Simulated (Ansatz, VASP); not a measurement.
CsSnBr3 in VASP and in Ansatz

```
Cs Sn Br
1.0
     5.84115    0.00000    0.00000
     0.00000    5.84115    0.00000
     0.00000    0.00000    5.84115
Cs Sn Br
1 1 3
Cartesian
  0.0000 0.0000 0.0000
  2.9206 2.9206 2.9206
  2.9206 2.9206 0.0000
  2.9206 0.0000 2.9206
  0.0000 2.9206 2.9206
```

Alike in both runs: task single point; functional HSE06; k mesh 2 × 2 × 2; no spin polarisation.

```csv
,VASP,Ansatz
version,VASP 6.6.1,Ansatz 0.2.0
potentials or method,"VASP PAW PBE potentials, release 64 (Cs_sv, Sn_d, Br)","plane waves, PAW"
plane-wave cutoff (eV),400,420
occupations,"gaussian, width 0.01 eV",fixed
valence electrons in the cell,44,44
```

```tsv
	VASP	Ansatz	Ansatz less VASP
gap on the k mesh at the Fermi level (eV)	1.08	1.07	-0.011
pressure (GPa)	1.7	1.8	+0.08
```

Ansatz's warnings: stress exchange threshold loose, stress scf threshold loose.

The k mesh is coarse, so the values compare programs but aren't converged. Spin-orbit coupling is off throughout.
